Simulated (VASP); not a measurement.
# Si in VASP: notebook

The runs below take Si through single point, with PBE.

Everything below comes from runs of VASP 6.6.1. Logs are shortened: lines on timing, memory, paths and dates and some standing lists are left out, and cuts for length are marked.

## 1. The cell of the first run

The typed cell holds 8 atoms: a = 5.290 Å, b = 4.991 Å, c = 5.735 Å, α = 115.79°, β = 114.43°, γ = 90.07°.

## 2. Single point, PBE

INCAR

```
SYSTEM = Si
  ALGO = Normal
  EDIFF = 1E-7
  ENCUT = 520
  GGA = PE
  ISIF = 2
  ISMEAR = 0
  LASPH = .True.
  LCHARG = .True.
  LELF = .True.
  LREAL = .False.
  LVHAR = .True.
  LWAVE = .False.
  NBANDS = 26
  NELM = 80
  PREC = Accurate
  SIGMA = 0.2
```

KPOINTS

```
k-points
0
Gamma
  4 4 4
  0 0 0
```

POSCAR

```
Si
1.0
   -5.2587200020     -0.0337061846      0.5722430088
    0.0455643801      4.9480737957      0.6530963005
    1.8428599822     -1.8602239183     -5.1021889240
Si
8
Direct
    0.6764658725      0.9355149464      0.4966820351
    0.6763437638      0.4355157097      0.4966533871
    0.1764281869      0.4357548067      0.4966593037
    0.1760898351      0.9356721980      0.4965012279
    0.6985221674      0.6892389617      0.0032497324
    0.6986431107      0.1892475312      0.0033521957
    0.1986573835      0.1894976782      0.0033598123
    0.1988496801      0.6895581682      0.0035423057
```

Potentials or basis: VASP PAW PBE potentials, release 64 (Si).

Started as:

```console
cat potpaw_PBE.64/Si/POTCAR > POTCAR
mpirun -np 1 vasp_std > vasp.out
```

OUTCAR:

```text
SYSTEM = Si
   EDIFF = 1E-7
   ENCUT = 520
   GGA = PE
   ISIF = 2
   ISMEAR = 0
   LASPH = .True.
   LREAL = .False.
   NELM = 80
   PREC = Accurate

 ion  position               nearest neighbor table
   1  0.676  0.936  0.497-   2 2.50   2 2.50   6 2.56   5 2.60   8 2.64   4 2.64   4 2.65   7 2.80

   2  0.676  0.436  0.497-   1 2.50   1 2.50   5 2.56   6 2.60   7 2.64   3 2.64   3 2.65   8 2.80

   3  0.176  0.436  0.497-   4 2.50   4 2.50   8 2.57   7 2.60   6 2.64   2 2.64   2 2.65   5 2.80

   4  0.176  0.936  0.497-   3 2.50   3 2.50   7 2.56   8 2.60   5 2.64   1 2.64   1 2.65   6 2.80

   5  0.699  0.689  0.003-   6 2.50   6 2.50   2 2.56   1 2.60   4 2.64   8 2.64   8 2.65   3 2.80

   6  0.699  0.189  0.003-   5 2.50   5 2.50   1 2.56   2 2.60   3 2.64   7 2.64   7 2.64   4 2.80

   7  0.199  0.189  0.003-   8 2.50   8 2.50   4 2.56   3 2.60   2 2.64   6 2.64   6 2.64   1 2.80

   8  0.199  0.690  0.004-   7 2.50   7 2.50   3 2.57   4 2.60   1 2.64   5 2.64   5 2.65   2 2.80

  LATTYP: Found a triclinic cell.
 ALAT       =     5.2898709084
 B/A-ratio  =     1.3757177220
 C/A-ratio  =     1.0841255645
 COS(alpha) =     0.0022834234
 COS(beta)  =     0.4136255821
 COS(gamma) =     0.7277417275

  Lattice vectors:

 A1 = (  -5.2587200020,  -0.0337061846,   0.5722430088)
 A2 = (  -5.3042843821,  -4.9817799803,  -0.0808532917)
 A3 = (  -1.8428599822,   1.8602239183,   5.1021889240)

Analysis of symmetry for initial positions (statically):
=====================================================================
 Subroutine PRICEL returns:
 Original cell was already a primitive cell.

 Routine SETGRP: Setting up the symmetry group for a
 triclinic supercell.

 Subroutine GETGRP returns: Found  1 space group operations
 (whereof  1 operations were pure point group operations)
 out of a pool of  2 trial point group operations.

The static configuration has the point symmetry C_1 .

Analysis of symmetry for dynamics (positions and initial velocities):
=====================================================================
 Subroutine PRICEL returns:
 Original cell was already a primitive cell.

 Routine SETGRP: Setting up the symmetry group for a
 triclinic supercell.

 Subroutine GETGRP returns: Found  1 space group operations
 (whereof  1 operations were pure point group operations)
 out of a pool of  2 trial point group operations.

The dynamic configuration has the point symmetry C_1 .

 Subroutine INISYM returns: Found  1 space group operations
 (whereof  1 operations are pure point group operations),
 and found     1 'primitive' translations

----------------------------------------------------------------------------------------

                                     Primitive cell

  volume of cell :     121.0579

  direct lattice vectors                    reciprocal lattice vectors
    -5.258720002 -0.033706185  0.572243009    -0.198509208  0.011862451 -0.076024525
     0.045564380  4.948073796  0.653096301    -0.010213920  0.212926422 -0.081320714
     1.842859982 -1.860223918 -5.102188924    -0.023571487  0.028585704 -0.214930254

  length of vectors
     5.289870908  4.991196768  5.734884284     0.212899863  0.228155745  0.218100370

  position of ions in fractional coordinates (direct lattice)
     0.676465873  0.935514946  0.496682035
     0.676343764  0.435515710  0.496653387
     0.176428187  0.435754807  0.496659304
     0.176089835  0.935672198  0.496501228
     0.698522167  0.689238962  0.003249732
     0.698643111  0.189247531  0.003352196
     0.198657383  0.189497678  0.003359812
     0.198849680  0.689558168  0.003542306

  ion indices of the primitive-cell ions
   primitive index   ion index
                 1           1
                 2           2
                 3           3
                 4           4
                 5           5
                 6           6
                 7           7
                 8           8

----------------------------------------------------------------------------------------

 KPOINTS: k-points

Automatic generation of k-mesh.
 Grid dimensions read from file:
 generate k-points for:    4    4    4

 Generating k-lattice:

  Cartesian coordinates                     Fractional coordinates (reciprocal lattice)
    -0.049627302  0.002965613 -0.019006131     0.250000000  0.000000000 -0.000000000
    -0.002553480  0.053231605 -0.020330179    -0.000000000  0.250000000  0.000000000
    -0.005892872  0.007146426 -0.053732563     0.000000000  0.000000000  0.250000000

  Length of vectors
     0.053224966  0.057038936  0.054525093

  Shift w.r.t. Gamma in fractional coordinates (k-lattice)
     0.000000000  0.000000000  0.000000000

 Subroutine IBZKPT returns following result:
 ===========================================

 Found     36 irreducible k-points:

 Following reciprocal coordinates:
            Coordinates               Weight
  0.000000  0.000000  0.000000      1.000000
  0.250000  0.000000  0.000000      2.000000
  0.500000  0.000000  0.000000      1.000000
  0.000000  0.250000  0.000000      2.000000
  0.250000  0.250000 -0.000000      2.000000
  0.500000  0.250000  0.000000      2.000000
[... 16 lines left out ...]
  0.000000 -0.250000  0.250000      2.000000
  0.250000 -0.250000  0.250000      2.000000
 [... further k-points ...]
   k-points           NKPTS =     36   k-points in BZ     NKDIM =     36   number of bands    NBANDS=     26
   number of dos      NEDOS =    301   number of ions     NIONS =      8
   total plane-waves  NPLWV =  76800
   dimension x,y,z NGX =    40 NGY =   40 NGZ =   48
   dimension x,y,z NGXF=    80 NGYF=   80 NGZF=   96
   ions per type =               8
   NGX,Y,Z   is equivalent  to a cutoff of  12.57, 13.32, 13.91 a.u.
   NGXF,Y,Z  is equivalent  to a cutoff of  25.14, 26.65, 27.83 a.u.
 SYSTEM =  Si
   PREC   = accura    normal or accurate (medium, high low for compatibility)
   ISTART =      0    job   : 0-new  1-cont  2-samecut
   ICHARG =      2    charge: 1-file 2-atom 10-const
   ISPIN  =      1    spin polarized calculation?
   LNONCOLLINEAR =      F non collinear calculations
   LSORBIT =      F    spin-orbit coupling
   LASPH  =      T    aspherical Exc in radial PAW
   ENCUT  =  520.0 eV  38.22 Ry    6.18 a.u.   9.84  9.28 10.66*2*pi/ulx,y,z
   NELM   =     80;   NELMIN=  2; NELMDL= -5     # of ELM steps
   EDIFF  = 0.1E-06   stopping-criterion for ELM
   LREAL  =      F    real-space projection
   EDIFFG = 0.1E-05   stopping-criterion for IOM
   NSW    =      0    number of steps for IOM
   IBRION =     -1    ionic relax: 0-MD 1-quasi-New 2-CG
   NFREE  =      0    steps in history (QN), initial steepest desc. (CG)
   ISIF   =      2    stress and relaxation
   ISYM   =      2    0-nonsym 1-usesym 2-fastsym
   POTIM  = 0.5000    time-step for ionic-motion
   TEBEG  =    0.0;   TEEND  =   0.0 temperature during run
   PSTRESS=    0.0 pullay stress
   NELECT =      32.0000    total number of electrons
   NUPDOWN=      -1.0000    fix difference up-down
   EMIN   =  10.00;   EMAX   =-10.00  energy-range for DOS
   EFERMI =   0.00;   METHOD = LEGACY
   ISMEAR =     0;   SIGMA  =   0.20  broadening in eV -4-tet -1-fermi 0-gaus
   EFERMI_NEDOS =   21; number of points for ismear=-14 and -15
   IALGO  =     38    algorithm
   IMIX   =      4    mixing-type and parameters
     AMIX     =   0.40;   BMIX     =  1.00
     AMIX_MAG =   1.60;   BMIX_MAG =  1.00
  volume/ion in A,a.u.               =      15.13       102.12
  Fermi-wavevector in a.u.,A,eV,Ry     =   1.050656  1.985452 15.019168  1.103878
  Thomas-Fermi vector in A             =   2.185668
   LORBIT       =      0    0 simple, 1 ext, 2 COOP (PROOUT), +10 PAW based schemes
   GGA     = PE    functional components
   LHFCALC =     F    Hartree Fock is set to
   AEXX    =    0.0000 exact exchange contribution
   IVDW    =     0    specifies the selected vdW correction
   LEPSILON=     F    determine dielectric tensor
   LRPA    =     F    only Hartree local field effects (RPA)
 non-spin polarized calculation
 Gauss-broadening in eV      SIGMA  =   0.20
  energy-cutoff  :      520.00
  volume of cell :      121.06
 maximum number of plane-waves:      3280
   NGX = 19   NGY = 19   NGZ = 21

 number of electron      32.0000000 magnetization

 Free energy of the ion-electron system (eV)
  ---------------------------------------------------
  ext. energy  EPLUGINS =         0.00000000
  ---------------------------------------------------
  free energy    TOTEN  =       -40.80599626 eV

  energy without entropy =      -40.72759713  energy(sigma->0) =      -40.76679670

 E-fermi :   9.2404     XC(G=0): -10.9405

 val. band max:        9.2383735994   @ k =   0.2500   0.2500   0.2500
 cond. band min:       9.2414672571   @ k =   0.5000  -0.2500   0.2500
 fundamental gap:      0.0030936577
 Fermi energy:         9.2403858738

 k-point     1 :       0.0000    0.0000    0.0000
  band No.  band energies     occupation
      1      -4.5808      2.00000
      2       1.2785      2.00000
      3       1.7291      2.00000
      4       1.7422      2.00000
      5       1.9562      2.00000
      6       2.0933      2.00000
[... 18 lines left out ...]
     25      14.7234      0.00000
     26      14.8995      0.00000

 k-point     2 :       0.2500    0.0000    0.0000
  band No.  band energies     occupation
      1      -4.1728      2.00000
      2      -0.9636      2.00000
      3       1.0379      2.00000
      4       1.2476      2.00000
      5       1.4776      2.00000
      6       3.0035      2.00000
[... 18 lines left out ...]
     25      15.1666      0.00000
[... 608 lines left out ...]
     25      14.7968      0.00000
     26      15.4120      0.00000

 k-point    24 :       0.2500   -0.2500    0.2500
  band No.  band energies     occupation
      1      -3.5208      2.00000
      2      -1.0605      2.00000
      3      -0.6795      2.00000
      4       0.0397      2.00000
      5       1.9187      2.00000
      6       2.4913      2.00000
[... 18 lines left out ...]
     25      14.1603      0.00000
     26      14.4748      0.00000

 [... further k-points ...]

------------------------ aborting loop because EDIFF is reached ----------------------------------------

  FORCE on cell =-STRESS in cart. coord.  units (eV):
  Direction    XX          YY          ZZ          XY          YZ          ZX
  --------------------------------------------------------------------------------------
  -------------------------------------------------------------------------------------
  Total        0.0147027      0.0167671     -0.1058333     -0.0154708      0.0071755     -0.0201339
  in kB        0.1945878      0.2219090     -1.4006832     -0.2047532      0.0949667     -0.2664685
  external PRESSURE =      -0.3280621 kB  Pullay stress =       0.0000000 kB

 VOLUME and BASIS-vectors are now :
 -----------------------------------------------------------------------------
  energy-cutoff  :      520.00
  volume of cell :      121.06
      direct lattice vectors                 reciprocal lattice vectors
    -5.258720002 -0.033706185  0.572243009    -0.198509208  0.011862451 -0.076024525
     0.045564380  4.948073796  0.653096301    -0.010213920  0.212926422 -0.081320714
     1.842859982 -1.860223918 -5.102188924    -0.023571487  0.028585704 -0.214930254

 POSITION                                       TOTAL-FORCE (eV/Angst)
 -----------------------------------------------------------------------------------
     -2.59940      3.68226     -1.53608         0.000228      0.002545      0.001868
     -2.62160      1.20828     -1.86255        -0.002406      0.001623      0.002594
      0.00734      1.22630     -2.14850        -0.000240     -0.000027      0.002003
      0.03161      3.70024     -1.82139        -0.004233      0.000377      0.000382
     -3.63594      3.38082      0.83328         0.000358     -0.001074     -0.002821
     -3.65917      0.90663      0.50629         0.001255      0.000707     -0.001612
     -1.02986      0.92470      0.22030         0.001784     -0.002512     -0.002831
     -1.00775      3.39869      0.54606         0.003254     -0.001638      0.000416
 -----------------------------------------------------------------------------------
    total drift:                               -0.000000     -0.000000     -0.000000

  FREE ENERGIE OF THE ION-ELECTRON SYSTEM (eV)
  ---------------------------------------------------
  free  energy   TOTEN  =       -40.8059962604 eV

  energy  without entropy=      -40.7275971321  energy(sigma->0) =      -40.76679670
```

Run time: 90 s. Hardware: 1 thread of Intel Xeon Platinum 8488C (Sapphire Rapids), shared host; peak memory 0.28 GiB.

What came out:

| Quantity | Value |
| --- | --- |
| Free energy | -40.8060 eV |
| Pressure | 0.0 GPa |
| Largest force | 0.004 eV/Å |
| Band gap on the k mesh | zero (bands 16 and 17 overlap by 2.73 eV) |

Forces on the atoms (eV/Å):
```
Si   0.000  0.003  0.002
Si  -0.002  0.002  0.003
Si   0.000  0.000  0.002
Si  -0.004  0.000  0.000
Si   0.000 -0.001 -0.003
Si   0.001  0.001 -0.002
Si   0.002 -0.003 -0.003
Si   0.003 -0.002  0.000
```

Levels at points of the mesh, in eV from the Fermi level:
| k point | band 14 | band 15 | band 16 | band 17 | band 18 | band 19 |
| --- | --- | --- | --- | --- | --- | --- |
| (0.00, 0.00, 0.00) | -2.71 | -2.30 | 1.27 | 1.93 | 3.17 | 3.52 |
| (0.50, 0.00, 0.00) | -2.74 | -1.45 | -1.45 | 0.42 | 0.42 | 1.75 |
| (0.00, 0.50, 0.00) | -2.12 | -0.73 | -0.73 | 1.75 | 1.75 | 2.66 |
| (0.50, 0.50, 0.00) | -0.43 | -0.08 | -0.08 | 0.09 | 0.09 | 1.86 |
| (0.00, 0.00, 0.50) | -2.01 | -1.97 | -1.66 | -1.46 | -1.34 | -1.08 |
| (0.50, 0.00, 0.50) | -2.28 | -1.60 | -1.60 | 1.68 | 1.68 | 1.87 |
| (0.00, 0.50, 0.50) | -2.13 | -0.73 | -0.73 | 1.76 | 1.76 | 2.65 |
| (0.50, 0.50, 0.50) | -0.41 | -0.09 | -0.09 | 0.09 | 0.10 | 1.88 |

## 3. Single point, PBE

This run uses another cell than the first one: it holds 2 atoms, not 8.

INCAR

```
PREC = Accurate
ENCUT = 520
EDIFF = 1E-6
ISMEAR = 0
SIGMA = 0.1
LREAL = False
LASPH = True
NELM = 100
ALGO = Normal
ISIF = 2
LWAVE = False
LCHARG = False
GGA = PE
NBANDS = 11
```

KPOINTS

```
Automatic mesh
0
Gamma
  20 22 12
```

POSCAR

```
Si
1.0
    2.6360884575      0.0000000000      0.0764710471
    0.0000000000      2.4772224368      0.0000000000
   -0.1362871609      0.0000000000      4.6228213868
Si
2
Direct
    0.7499952266      0.5000000000      0.2500004468
    0.2500047734      0.5000000000      0.7499995532
```

Potentials or basis: VASP PAW PBE potentials, release 64 (Si).

Started as:

```console
cat potpaw_PBE.64/Si/POTCAR > POTCAR
mpirun -np 1 vasp_std > vasp.out
```

Wall time 2.3 min (1 thread of Intel Xeon Platinum 8488C (Sapphire Rapids), shared host); peak memory 0.45 GiB.

The run converged. Its results:

```yaml
Free_energy: -10.2346 eV
Pressure: -0.1 GPa
Band_gap_on_the_k_mesh: zero (bands 4 and 5 overlap by 7.45 eV)
```

Levels at points of the mesh, in eV from the Fermi level:
| k point | band 2 | band 3 | band 4 | band 5 | band 6 | band 7 |
| --- | --- | --- | --- | --- | --- | --- |
| (0.00, 0.00, 0.00) | -7.73 | -6.66 | 5.19 | 6.60 | 7.57 | 8.06 |
| (0.50, 0.00, 0.00) | -8.76 | -2.67 | -2.67 | -1.70 | -1.70 | 12.18 |
| (0.00, 0.50, 0.00) | -7.00 | -2.81 | -2.20 | -2.07 | 1.56 | 8.81 |
| (0.50, 0.50, 0.00) | -3.96 | -2.54 | -2.54 | 1.99 | 1.99 | 2.91 |
| (0.00, 0.00, 0.50) | -12.18 | 0.73 | 0.73 | 6.63 | 6.63 | 7.69 |
| (0.50, 0.00, 0.50) | -7.54 | -6.60 | -6.60 | 4.81 | 4.82 | 6.36 |
| (0.00, 0.50, 0.50) | -7.34 | -5.46 | -5.46 | 5.28 | 5.28 | 7.81 |
| (0.50, 0.50, 0.50) | -2.76 | -2.07 | -2.06 | -1.86 | -1.85 | 1.62 |
